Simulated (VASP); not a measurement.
Crystal: Cr.

```xyz
2
Lattice="2.7140 0.0000 0.0000 -1.3570 2.3504 0.0000 0.0000 0.0000 4.4100" Properties=species:S:1:pos:R:3 pbc="T T T"
Cr    1.3570    0.7835    3.3075
Cr    0.0000    1.5669    1.1025
```

This isn't the form of Cr at room conditions, which is bcc.

Base run:

```yaml
Program: VASP 6.6.1
Functional: PBE
Potentials_or_basis: VASP PAW PBE potentials, release 64 (Cr_pv)
Cutoff: 520 eV
k_mesh: 11 × 11 × 6
Occupations: fermi-dirac, width 0.025 eV
Spin: collinear spin, ferromagnetic start
Starting_moments: "[3.0, 3.0] μB"
```

Its results: pressure -25.6 GPa; net moment 1.76 μB per cell; site moments Cr +0.82 μB.

Problem. The run is repeated on the same cell with these changes: occupations from fermi-dirac, width 0.025 eV to gaussian, width 0.011 eV. What comes out?

Solution. Pressure -25.0 GPa; net moment 2.01 μB per cell; site moments Cr +0.93 μB.

Caveats: the cell stands under tension; an empty level that is flat over the whole mesh can mark a ghost state of the potentials, or a narrow d or f band.
